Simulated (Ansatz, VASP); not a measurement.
Two plane-wave programs on WS2

INCAR

```
SYSTEM = WS2
PREC = Accurate
ENCUT = 520
EDIFF = 1E-6
ISMEAR = 0
SIGMA = 0.05
LREAL = .False.
LASPH = .True.
NELM = 80
ALGO = Normal
ISIF = 2
LWAVE = .False.
LCHARG = .False.
GGA = PS
IVDW = 12
NBANDS = 35
```

KPOINTS

```
regular mesh
0
Gamma
  12 12 4
  0 0 0
```

File POSCAR:

```
WS2
1.0
    3.1147273971      0.0000000000      0.0000000000
   -1.5573636985      2.6974330517      0.0000000000
    0.0000000000      0.0000000000     11.7722466704
W S
2 4
Direct
    0.3333333333      0.6666666667      0.2500000000
    0.6666666667      0.3333333333      0.7500000000
    0.2112263489      0.6056131745      0.6409136884
    0.5445596822      0.2722798411      0.1409136884
    0.2112263489      0.6056131745      0.9080073060
    0.5445596822      0.2722798411      0.4080073060
```

Input for Ansatz:

```yaml
crystal:
  lattice:
    - [3.1147273971, 0.0, 0.0]
    - [-1.5573636985, 2.6974330517, 0.0]
    - [0.0, 0.0, 11.7722466704]
  atoms:
    - { symbol: W, position: [0.3333333333, 0.6666666667, 0.25] }
    - { symbol: W, position: [0.6666666667, 0.3333333333, 0.75] }
    - { symbol: S, position: [0.2112263489, 0.6056131745, 0.6409136884] }
    - { symbol: S, position: [0.5445596822, 0.2722798411, 0.1409136884] }
    - { symbol: S, position: [0.2112263489, 0.6056131745, 0.908007306] }
    - { symbol: S, position: [0.5445596822, 0.2722798411, 0.408007306] }
basis:
  ecutwfc: 420
kpoints:
  mp_grid: { grid: [12, 12, 4] }
hamiltonian:
  xc: pbesol
  dispersion: d3bj
scf:
  occupations: { method: gaussian, width: 0.05 }
output:
  forces: true
  stress: true
  eigenvalues: true
  write_density: true
  write_potential: true
  elf: true
  volumetric_format: npy
```

Change from the starting cell: all S atoms moved +0.438 Å, as atom 3 towards its neighbour atom 2 (W) at 2.389 Å.

Alike in both runs: task single point; functional PBEsol; dispersion D3(BJ); k mesh 12 × 12 × 4; occupations gaussian, width 0.05 eV; no spin polarisation.

|  | VASP | Ansatz |
| --- | --- | --- |
| version | VASP 6.6.1 | Ansatz 0.2.0 |
| potentials or method | VASP PAW PBE potentials, release 64 (W_sv, S), cutoff 520 eV | scalar-relativistic, plane waves, PAW |
| valence electrons in the cell | 52 | 52 |

|  | VASP | Ansatz | Ansatz less VASP |
| --- | --- | --- | --- |
| gap on the k mesh at the Fermi level (eV) | none | none | - |
| pressure (GPa) | 18.5 | 18.4 | -0.11 |
| traceless stress, the component that is largest in VASP (GPa) | -16.19 | -16.30 | -0.103 |
| rms of the force components (eV/Å) | 5.879 | 5.872 | -0.0070 |

VASP's potentials were made for PBE, not for PBEsol. Atom by atom the forces differ by 0.023 eV/Å (rms over components). A gap of «none» marks a metal or a gap that the smearing closes.

Spin-orbit coupling is off throughout.
